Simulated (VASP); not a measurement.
Input of a VASP 6.6.1 run:

File INCAR:

```
  PREC = Accurate
  ENCUT = 520
  EDIFF = 1E-8
  ISMEAR = -1
  SIGMA = 0.05
  LREAL = F
  LASPH = T
  NELM = 80
  ALGO = Normal
  ISIF = 2
  LWAVE = F
  LCHARG = F
  GGA = PS
  LEFG = T
  NBANDS = 15
```

File KPOINTS:

```
regular mesh
0
Gamma
  10 10 10
```

File POSCAR:

```
BaTe
1.0
    0.0000000000      3.4100000000      3.4100000000
    3.4100000000      0.0000000000      3.4100000000
    3.4100000000      3.4100000000      0.0000000000
Ba Te
1 1
Direct
    0.0000000000      0.0000000000      0.0000000000
    0.5000000000      0.5000000000      0.5000000000
```

Potentials or basis: VASP PAW PBE potentials, release 64 (Ba_sv, Te).

Launch:

```sh
$ cat potpaw_PBE.64/Ba_sv/POTCAR potpaw_PBE.64/Te/POTCAR > POTCAR
$ mpirun -np 1 vasp_std > vasp.out
```

(1) Predict the pressure.

(2) Estimate the band gap on the k mesh.

## Answers

(1) 2.4 GPa.

(2) 1.24 eV (least direct gap 1.62 eV).

Caveat: the PAW data sets were made with another functional, which shifts forces and pressure a little; spin-orbit coupling is left out, which moves the levels of the heavy elements.
